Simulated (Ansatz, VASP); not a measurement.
One calculation of Pt, two programs

```
Pt
1.0
     3.17232    0.00000    0.00000
    -1.58616    2.62786    0.00000
     0.00000    0.00000    4.78138
Pt
2
Cartesian
  1.5862 0.8760 3.5860
  0.0000 1.7519 1.1953
```

Alike in both runs: task single point; functional LDA; k mesh 18 × 18 × 10; no spin polarisation.

|  | VASP | Ansatz |
| --- | --- | --- |
| version | VASP 6.6.1 | Ansatz 0.2.0 |
| potentials or method | VASP PAW LDA potentials, release 64 (Pt) | scalar-relativistic, plane waves, PAW |
| plane-wave cutoff (eV) | 520 | 420 |
| occupations | fermi-dirac, width 0.15 eV | fermi-dirac, width 0.01 eV |
| valence electrons in the cell | 20 | 36 |

Ansatz gave:

```
gap on the k mesh at the Fermi level (eV) : none
rms of the force components (eV/Å)        : 0.007
```

Problem. What did VASP give for the same quantities?

Solution. gap on the k mesh at the Fermi level (eV): none; rms of the force components (eV/Å): 0.006.

LDA's correlation is that of Perdew and Zunger in VASP and of Perdew and Wang (1992) in Ansatz. Atom by atom the forces differ by 0.013 eV/Å (rms over components). A gap of «none» marks a metal or a gap that the smearing closes. VASP's potentials hold 20 valence electrons a cell and Ansatz's 36, so a difference there can come from the potentials and not from the codes.

Neither program's run includes spin-orbit coupling.
